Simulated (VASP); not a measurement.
# Sn (Fd-3m) in VASP: notebook

Sn is run at these levels: PBEsol; tasks: single point.

Program: VASP 6.6.1. These are calculated values, not measurements. Logs are shortened: lines on timing, memory, paths and dates and some standing lists are left out, and cuts for length are marked.

## (1) The cell of the first run

Symmetry: Fd-3m, No. 227, cubic system. The conventional cell has a = 6.542 Å, b = 6.542 Å, c = 6.542 Å, α = 90.00°, β = 90.00°, γ = 90.00°. Within 3.7 Å of Sn (site symmetry -43m) lie 4 Sn at 2.83 Å.

## (2) Single point, PBEsol

File INCAR:

```
PREC = Accurate
ENCUT = 500
EDIFF = 1E-6
ISMEAR = 0
SIGMA = 0.1
LREAL = False
LASPH = True
NELM = 120
ALGO = Normal
ISIF = 2
LWAVE = False
LCHARG = True
GGA = PS
LELF = True
LVHAR = True
NBANDS = 21
GGA_COMPAT = False
```

File KPOINTS:

```
regular mesh
0
Gamma
  9 9 9
```

File POSCAR:

```
Sn
1.0
    4.6255804276      0.0000000000      0.0000000000
   -2.3127902138      4.0058701575      0.0000000000
    2.3127902138      1.3352900525      3.7767706039
Sn
2
Direct
    0.0000000000      0.5000000000      0.5000000000
    0.5000000000      0.2500000000      0.2500000000
```

Potentials or basis: VASP PAW PBE potentials, release 64 (Sn_d).

The run is started by

```sh
$ cat potpaw_PBE.64/Sn_d/POTCAR > POTCAR
$ mpirun -np 1 vasp_std > vasp.out
```

OUTCAR:

```text
PREC = Accurate
   ENCUT = 500
   EDIFF = 1E-6
   ISMEAR = 0
   LREAL = False
   LASPH = True
   NELM = 120
   ISIF = 2
   GGA = PS

 ion  position               nearest neighbor table
   1  0.000  0.500  0.500-   2 2.83   2 2.83   2 2.83   2 2.83
   2  0.500  0.250  0.250-   1 2.83   1 2.83   1 2.83   1 2.83

  LATTYP: Found a face centered cubic cell.
 ALAT       =     6.5415585746

  Lattice vectors:

 A1 = (  -4.6255804276,   0.0000000000,   0.0000000000)
 A2 = (  -2.3127902138,   1.3352900525,   3.7767706039)
 A3 = (  -2.3127902138,   4.0058701575,   0.0000000000)

Analysis of symmetry for initial positions (statically):
=====================================================================
 Subroutine PRICEL returns:
 Original cell was already a primitive cell.

 Routine SETGRP: Setting up the symmetry group for a
 face centered cubic supercell.

 Subroutine GETGRP returns: Found 48 space group operations
 (whereof 24 operations were pure point group operations)
 out of a pool of 48 trial point group operations.

The static configuration has the point symmetry T_d .
 The point group associated with its full space group is O_h .

Analysis of symmetry for dynamics (positions and initial velocities):
=====================================================================
 Subroutine PRICEL returns:
 Original cell was already a primitive cell.

 Routine SETGRP: Setting up the symmetry group for a
 face centered cubic supercell.

 Subroutine GETGRP returns: Found 48 space group operations
 (whereof 24 operations were pure point group operations)
 out of a pool of 48 trial point group operations.

The dynamic configuration has the point symmetry T_d .
 The point group associated with its full space group is O_h .

 Subroutine INISYM returns: Found 48 space group operations
 (whereof 24 operations are pure point group operations),
 and found     1 'primitive' translations

----------------------------------------------------------------------------------------

                                     Primitive cell

  volume of cell :      69.9816

  direct lattice vectors                    reciprocal lattice vectors
     4.625580428  0.000000000  0.000000000     0.216189085  0.124816826 -0.176517649
    -2.312790214  4.005870158  0.000000000     0.000000000  0.249633653 -0.088258824
     2.312790214  1.335290052  3.776770604     0.000000000  0.000000000  0.264776473

  length of vectors
     4.625580428  4.625580428  4.625580428     0.305737536  0.264776473  0.264776473

  position of ions in fractional coordinates (direct lattice)
     0.000000000  0.500000000  0.500000000
     0.500000000  0.250000000  0.250000000

  ion indices of the primitive-cell ions
   primitive index   ion index
                 1           1
                 2           2

----------------------------------------------------------------------------------------

 KPOINTS: regular mesh

Automatic generation of k-mesh.
 Grid dimensions read from file:
 generate k-points for:    9    9    9

 Generating k-lattice:

  Cartesian coordinates                     Fractional coordinates (reciprocal lattice)
     0.024021009  0.013868536 -0.019613072     0.111111111 -0.000000000  0.000000000
     0.000000000  0.027737073 -0.009806536     0.000000000  0.111111111 -0.000000000
     0.000000000  0.000000000  0.029419608     0.000000000  0.000000000  0.111111111

  Length of vectors
     0.033970837  0.029419608  0.029419608

  Shift w.r.t. Gamma in fractional coordinates (k-lattice)
     0.000000000  0.000000000  0.000000000

 Subroutine IBZKPT returns following result:
 ===========================================

 Found     35 irreducible k-points:

 Following reciprocal coordinates:
            Coordinates               Weight
  0.000000  0.000000  0.000000      1.000000
  0.111111  0.000000 -0.000000      6.000000
  0.222222  0.000000 -0.000000      6.000000
  0.333333  0.000000  0.000000      6.000000
  0.444444  0.000000 -0.000000      6.000000
  0.000000  0.111111 -0.000000      8.000000
[... 16 lines left out ...]
  0.222222  0.444444 -0.000000     24.000000
 -0.333333  0.444444  0.000000     24.000000
 [... further k-points ...]
   k-points           NKPTS =     35   k-points in BZ     NKDIM =     35   number of bands    NBANDS=     21
   number of dos      NEDOS =    301   number of ions     NIONS =      2
   total plane-waves  NPLWV =  46656
   dimension x,y,z NGX =    36 NGY =   36 NGZ =   36
   dimension x,y,z NGXF=    72 NGYF=   72 NGZF=   72
   ions per type =               2
   NGX,Y,Z   is equivalent  to a cutoff of  12.94, 12.94, 12.94 a.u.
   NGXF,Y,Z  is equivalent  to a cutoff of  25.88, 25.88, 25.88 a.u.
 SYSTEM =  unknown system
   PREC   = accura    normal or accurate (medium, high low for compatibility)
   ISTART =      0    job   : 0-new  1-cont  2-samecut
   ICHARG =      2    charge: 1-file 2-atom 10-const
   ISPIN  =      1    spin polarized calculation?
   LNONCOLLINEAR =      F non collinear calculations
   LSORBIT =      F    spin-orbit coupling
   LASPH  =      T    aspherical Exc in radial PAW
   ENCUT  =  500.0 eV  36.75 Ry    6.06 a.u.   8.43  8.43  8.43*2*pi/ulx,y,z
   NELM   =    120;   NELMIN=  2; NELMDL= -5     # of ELM steps
   EDIFF  = 0.1E-05   stopping-criterion for ELM
   LREAL  =      F    real-space projection
   EDIFFG = 0.1E-04   stopping-criterion for IOM
   NSW    =      0    number of steps for IOM
   IBRION =     -1    ionic relax: 0-MD 1-quasi-New 2-CG
   NFREE  =      0    steps in history (QN), initial steepest desc. (CG)
   ISIF   =      2    stress and relaxation
   ISYM   =      2    0-nonsym 1-usesym 2-fastsym
   POTIM  = 0.5000    time-step for ionic-motion
   TEBEG  =    0.0;   TEEND  =   0.0 temperature during run
   PSTRESS=    0.0 pullay stress
   NELECT =      28.0000    total number of electrons
   NUPDOWN=      -1.0000    fix difference up-down
   EMIN   =  10.00;   EMAX   =-10.00  energy-range for DOS
   EFERMI =   0.00;   METHOD = LEGACY
   ISMEAR =     0;   SIGMA  =   0.10  broadening in eV -4-tet -1-fermi 0-gaus
   EFERMI_NEDOS =   21; number of points for ismear=-14 and -15
   IALGO  =     38    algorithm
   IMIX   =      4    mixing-type and parameters
     AMIX     =   0.40;   BMIX     =  1.00
     AMIX_MAG =   1.60;   BMIX_MAG =  1.00
  volume/ion in A,a.u.               =      34.99       236.13
  Fermi-wavevector in a.u.,A,eV,Ry     =   1.206330  2.279634 19.799647  1.455233
  Thomas-Fermi vector in A             =   2.342001
   LORBIT       =      0    0 simple, 1 ext, 2 COOP (PROOUT), +10 PAW based schemes
   GGA     = PS    functional components
   LHFCALC =     F    Hartree Fock is set to
   AEXX    =    0.0000 exact exchange contribution
   IVDW    =     0    specifies the selected vdW correction
   LEPSILON=     F    determine dielectric tensor
   LRPA    =     F    only Hartree local field effects (RPA)
 non-spin polarized calculation
 Gauss-broadening in eV      SIGMA  =   0.10
  energy-cutoff  :      500.00
  volume of cell :       69.98
 maximum number of plane-waves:      1807
 NGX is ok and might be reduce to    36
   NGX = 17   NGY = 17   NGZ = 17

 number of electron      27.9999986 magnetization

 Free energy of the ion-electron system (eV)
  ---------------------------------------------------
  ext. energy  EPLUGINS =         0.00000000
  ---------------------------------------------------
  free energy    TOTEN  =        -8.46118881 eV

  energy without entropy =       -8.45942973  energy(sigma->0) =       -8.46030927

 E-fermi :   5.1723     XC(G=0):  -8.9613

 val. band max:        5.1508387613   @ k =   0.0000   0.4444  -0.0000
 cond. band min:       5.3037178969   @ k =   0.0000   0.3333   0.0000
 fundamental gap:      0.1528791356
 Fermi energy:         5.1722857363

 k-point     1 :       0.0000    0.0000    0.0000
  band No.  band energies     occupation
      1     -16.3140      2.00000
      2     -16.3140      2.00000
      3     -16.3140      2.00000
      4     -16.2569      2.00000
      5     -16.2569      2.00000
      6     -15.9644      2.00000
[... 13 lines left out ...]
     20      13.1515      0.00000
     21      13.1515      0.00000

 k-point     2 :       0.1111    0.0000   -0.0000
  band No.  band energies     occupation
      1     -16.3206      2.00000
      2     -16.3206      2.00000
      3     -16.3203      2.00000
      4     -16.2476      2.00000
      5     -16.2328      2.00000
      6     -16.0080      2.00000
[... 13 lines left out ...]
     20      11.4854      0.00000
     21      13.2874      0.00000

 k-point     3 :       0.2222    0.0000   -0.0000
  band No.  band energies     occupation
      1     -16.3360      2.00000
      2     -16.3360      2.00000
      3     -16.3193      2.00000
      4     -16.2211      2.00000
      5     -16.1818      2.00000
      6     -16.0696      2.00000
[... 13 lines left out ...]
     20      12.5640      0.00000
     21      13.6964      0.00000

 k-point     4 :       0.3333    0.0000    0.0000
  band No.  band energies     occupation
      1     -16.3518      2.00000
      2     -16.3518      2.00000
      3     -16.2995      2.00000
      4     -16.1806      2.00000
      5     -16.1380      2.00000
      6     -16.1203      2.00000
[... 13 lines left out ...]
     20      14.3822      0.00000
     21      14.4040      0.00000

 k-point     5 :       0.4444    0.0000   -0.0000
  band No.  band energies     occupation
      1     -16.3614      2.00000
      2     -16.3614      2.00000
      3     -16.2600      2.00000
      4     -16.2042      2.00000
      5     -16.1314      2.00000
      6     -16.0795      2.00000
[... 13 lines left out ...]
     20      14.8814      0.00000
     21      15.3491      0.00000
[... 382 lines left out ...]
     20      13.5759      0.00000
     21      13.5759      0.00000

 k-point    22 :       0.1111    0.4444   -0.0000
  band No.  band energies     occupation
      1     -16.3612      2.00000
      2     -16.3522      2.00000
      3     -16.2703      2.00000
      4     -16.1928      2.00000
      5     -16.1877      2.00000
      6     -16.0345      2.00000
[... 13 lines left out ...]
     20      12.9755      0.00000
     21      13.3736      0.00000

 k-point    23 :       0.2222    0.4444   -0.0000
  band No.  band energies     occupation
      1     -16.3748      2.00000
      2     -16.3594      2.00000
      3     -16.2463      2.00000
      4     -16.1843      2.00000
      5     -16.1586      2.00000
      6     -16.0650      2.00000
[... 13 lines left out ...]
     20      12.0841      0.00000
     21      14.0018      0.00000

 k-point    24 :      -0.3333    0.4444    0.0000
  band No.  band energies     occupation
      1     -16.3552      2.00000
      2     -16.3521      2.00000
      3     -16.2764      2.00000
      4     -16.2054      2.00000
      5     -16.1875      2.00000
      6     -16.0386      2.00000
[... 13 lines left out ...]
     20      12.1282      0.00000
     21      14.2036      0.00000

 [... further k-points ...]
[... 5 lines left out ...]
  --------------------------------------------------------------------------------------
  -------------------------------------------------------------------------------------
  Total       -0.0337459     -0.0337459     -0.0337459     -0.0000000      0.0000000      0.0000000
  in kB       -0.7725872     -0.7725872     -0.7725872     -0.0000000      0.0000000      0.0000000
  external PRESSURE =      -0.7725872 kB  Pullay stress =       0.0000000 kB

 VOLUME and BASIS-vectors are now :
 -----------------------------------------------------------------------------
  energy-cutoff  :      500.00
  volume of cell :       69.98
      direct lattice vectors                 reciprocal lattice vectors
     4.625580428  0.000000000  0.000000000     0.216189085  0.124816826 -0.176517649
    -2.312790214  4.005870158  0.000000000     0.000000000  0.249633653 -0.088258824
     2.312790214  1.335290052  3.776770604     0.000000000  0.000000000  0.264776473

 POSITION                                       TOTAL-FORCE (eV/Angst)
 -----------------------------------------------------------------------------------
      0.00000      2.67058      1.88839        -0.000000     -0.000000     -0.000000
      2.31279      1.33529      0.94419         0.000000      0.000000      0.000000
 -----------------------------------------------------------------------------------
    total drift:                                0.000000      0.000000      0.000000

  FREE ENERGIE OF THE ION-ELECTRON SYSTEM (eV)
  ---------------------------------------------------
  free  energy   TOTEN  =        -8.4611888150 eV

  energy  without entropy=       -8.4594297339  energy(sigma->0) =       -8.46030927
```

It took 42 s on 1 thread of Intel Xeon Platinum 8488C (Sapphire Rapids), shared host; peak memory 0.21 GiB.

What came out:

- Free energy: -8.4612 eV
- Pressure: -0.1 GPa
- Band gap on the k mesh: zero (band 14 reaches 5.33 eV, above the bottom of band 15 at 5.15 eV)

Caveat: the PAW data sets were made with another functional, which shifts forces and pressure a little; spin-orbit coupling is left out, which moves the levels of the heavy elements.

## (3) Single point, PBEsol

File INCAR:

```
PREC = Accurate ; ENCUT = 500
EDIFF = 1E-6 ; ISMEAR = 0
SIGMA = 0.1 ; LREAL = F
LASPH = T ; NELM = 120
ALGO = Normal ; ISIF = 2
LWAVE = F ; LCHARG = T
GGA = PS ; LELF = T
LVHAR = T ; NBANDS = 21
GGA_COMPAT = F
```

File KPOINTS:

```
regular mesh
0
Gamma
  12 12 12
```

File POSCAR:

```
Sn
1.0
    0.0000000000      3.2707792873      3.2707792873
    3.2707792873      0.0000000000      3.2707792873
    3.2707792873      3.2707792873      0.0000000000
Sn
2
Direct
    0.5000000000      0.5000000000      0.5000000000
    0.7500000000      0.7500000000      0.7500000000
```

Potentials or basis: VASP PAW PBE potentials, release 64 (Sn_d).

The run is started by

```sh
$ cat potpaw_PBE.64/Sn_d/POTCAR > POTCAR
$ mpirun -np 1 vasp_std > vasp.out
```

OUTCAR:

```text
PREC = Accurate
   ENCUT = 500
   EDIFF = 1E-6
   ISMEAR = 0
   LREAL = F
   LASPH = T
   NELM = 120
   ISIF = 2
   GGA = PS

 ion  position               nearest neighbor table
   1  0.500  0.500  0.500-   2 2.83   2 2.83   2 2.83   2 2.83
   2  0.750  0.750  0.750-   1 2.83   1 2.83   1 2.83   1 2.83

  LATTYP: Found a face centered cubic cell.
 ALAT       =     6.5415585746

  Lattice vectors:

 A1 = (   0.0000000000,   3.2707792873,   3.2707792873)
 A2 = (   3.2707792873,   0.0000000000,   3.2707792873)
 A3 = (   3.2707792873,   3.2707792873,   0.0000000000)

Analysis of symmetry for initial positions (statically):
=====================================================================
 Subroutine PRICEL returns:
 Original cell was already a primitive cell.

 Routine SETGRP: Setting up the symmetry group for a
 face centered cubic supercell.

 Subroutine GETGRP returns: Found 48 space group operations
 (whereof 24 operations were pure point group operations)
 out of a pool of 48 trial point group operations.

The static configuration has the point symmetry T_d .
[... 155 lines left out ...]

 Free energy of the ion-electron system (eV)
  ---------------------------------------------------
  ext. energy  EPLUGINS =         0.00000000
  ---------------------------------------------------
  free energy    TOTEN  =        -8.46558649 eV

  energy without entropy =       -8.46434350  energy(sigma->0) =       -8.46496499

 E-fermi :   5.2199     XC(G=0):  -8.9620

 val. band max:        5.1880347434   @ k =   0.0833   0.0000   0.0000
 cond. band min:       5.3028241445   @ k =   0.3333   0.0000   0.0000
 fundamental gap:      0.1147894011
 Fermi energy:         5.2198852487

 k-point     1 :       0.0000    0.0000    0.0000
  band No.  band energies     occupation
      1     -16.3155      2.00000
      2     -16.3155      2.00000
      3     -16.3155      2.00000
      4     -16.2583      2.00000
      5     -16.2583      2.00000
      6     -15.9658      2.00000
[... 565 lines left out ...]
     20      12.9971      0.00000
     21      13.1467      0.00000

 [... further k-points ...]
[... 5 lines left out ...]
  --------------------------------------------------------------------------------------
  -------------------------------------------------------------------------------------
  Total       -0.0362312     -0.0362312     -0.0362312      0.0000000      0.0000000     -0.0000000
  in kB       -0.8294860     -0.8294860     -0.8294860      0.0000000      0.0000000     -0.0000000
  external PRESSURE =      -0.8294860 kB  Pullay stress =       0.0000000 kB

 VOLUME and BASIS-vectors are now :
 -----------------------------------------------------------------------------
  energy-cutoff  :      500.00
  volume of cell :       69.98
      direct lattice vectors                 reciprocal lattice vectors
     0.000000000  3.270779287  3.270779287    -0.152868768  0.152868768  0.152868768
     3.270779287  0.000000000  3.270779287     0.152868768 -0.152868768  0.152868768
     3.270779287  3.270779287  0.000000000     0.152868768  0.152868768 -0.152868768

 POSITION                                       TOTAL-FORCE (eV/Angst)
 -----------------------------------------------------------------------------------
      3.27078      3.27078      3.27078         0.000000      0.000000      0.000000
      4.90617      4.90617      4.90617        -0.000000     -0.000000     -0.000000
 -----------------------------------------------------------------------------------
    total drift:                                0.000000      0.000000      0.000000

  FREE ENERGIE OF THE ION-ELECTRON SYSTEM (eV)
  ---------------------------------------------------
  free  energy   TOTEN  =        -8.4655864896 eV

  energy  without entropy=       -8.4643434977  energy(sigma->0) =       -8.46496499
```

OSZICAR:

```text
N       E                     dE             d eps       ncg     rms          rms(c)
DAV:   1     0.227060237962E+03    0.22706E+03   -0.14583E+04  3044   0.189E+03
DAV:   2     0.161836646480E+02   -0.21088E+03   -0.20653E+03  3044   0.438E+02
DAV:   3    -0.778025231569E+01   -0.23964E+02   -0.23832E+02  3554   0.139E+02
DAV:   4    -0.853777078822E+01   -0.75752E+00   -0.75722E+00  3399   0.279E+01
DAV:   5    -0.856407702845E+01   -0.26306E-01   -0.26306E-01  4451   0.506E+00    0.316E+00
DAV:   6    -0.849663952179E+01    0.67438E-01   -0.40065E-02  4080   0.264E+00    0.179E+00
DAV:   7    -0.846439927997E+01    0.32240E-01   -0.50950E-02  3643   0.248E+00    0.164E-01
DAV:   8    -0.846530987061E+01   -0.91059E-03   -0.69361E-03  3354   0.971E-01    0.528E-02
DAV:   9    -0.846558057514E+01   -0.27070E-03   -0.39461E-04  3831   0.152E-01    0.104E-02
DAV:  10    -0.846558488795E+01   -0.43128E-05   -0.12944E-05  3476   0.278E-02    0.549E-03
DAV:  11    -0.846558658106E+01   -0.16931E-05   -0.30516E-06  2783   0.113E-02    0.550E-04
DAV:  12    -0.846558648959E+01    0.91466E-07   -0.20982E-07  2182   0.634E-03
   1 F= -.84655865E+01 E0= -.84649650E+01  d E =-.124299E-02
```

It took 74 s on 1 thread of Intel Xeon Platinum 8488C (Sapphire Rapids), shared host; peak memory 0.23 GiB.

What came out:

```yaml
Free_energy: -8.4656 eV
Pressure: -0.1 GPa
Band_gap_on_the_k_mesh: zero (band 14 reaches 5.32 eV, above the bottom of band 15 at 5.13 eV)
```

Levels at points of the mesh, in eV from the Fermi level:
| k point | band 10 | band 11 | band 12 | band 13 | band 14 | band 15 | band 16 | band 17 | band 18 | band 19 |
| --- | --- | --- | --- | --- | --- | --- | --- | --- | --- | --- |
| (0.00, 0.00, 0.00) | -21.18 | -10.45 | -0.84 | 0.10 | 0.10 | 0.10 | 2.17 | 2.17 | 2.17 | 4.86 |
| (0.50, 0.00, 0.00) | -21.13 | -8.87 | -6.21 | -1.07 | -1.07 | -0.09 | 3.22 | 3.22 | 5.56 | 8.32 |
| (0.50, 0.50, 0.00) | -21.11 | -7.43 | -7.43 | -2.37 | -2.37 | 0.80 | 0.80 | 7.58 | 7.58 | 9.07 |

Caveat: the PAW data sets were made with another functional, which shifts forces and pressure a little; spin-orbit coupling is left out, which moves the levels of the heavy elements.
